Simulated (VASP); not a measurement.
A run of VASP 6.6.1:

Contents of POSCAR:

```
Sn
1.0
    3.2679014907      0.0000000289      0.0000000000
   -1.6339507704      2.8300856936      0.0000000000
    0.0000000000      0.0000000000      3.0726471000
Sn
1
Direct
    0.0000000000      0.0000000000      0.5000000000
```

File INCAR.step1:

```
PREC = Accurate ; ENCUT = 520
ISMEAR = 0 ; SIGMA = 0.1
LREAL = F ; LASPH = T
NELM = 80 ; NBANDS = 13
GGA = PE ; ALGO = Normal
EDIFF = 1E-4 ; LWAVE = T
LCHARG = F
```

Contents of INCAR.step2:

```
PREC = Accurate ; ENCUT = 520
EDIFF = 1E-7 ; ISMEAR = 0
SIGMA = 0.1 ; LREAL = F
LASPH = T ; NELM = 80
ALGO = Normal ; ISIF = 2
LWAVE = F ; LCHARG = F
METAGGA = R2SCAN ; LMIXTAU = T
NBANDS = 13 ; ISTART = 1
```

File KPOINTS:

```
regular mesh
0
Gamma
  18 18 18
```

Potentials or basis: VASP PAW PBE potentials, release 64 (Sn_d).

Command:

```bash
$ cat potpaw_PBE.64/Sn_d/POTCAR > POTCAR
$ cp INCAR.step1 INCAR
$ mpirun -np 1 vasp_std > vasp.out
$ cp INCAR.step2 INCAR
$ mpirun -np 1 vasp_std > vasp.out
```

Hardware: 1 thread of Intel(R) Xeon(R) Platinum 8488C (Sapphire Rapids) (shared host).

**Question.** Estimate the wall time of this run.

**Answer.** Run time: 3.8 min on 1 thread of Intel(R) Xeon(R) Platinum 8488C (Sapphire Rapids) (shared host), peak memory 0.23 GiB. Counts: k points 370.
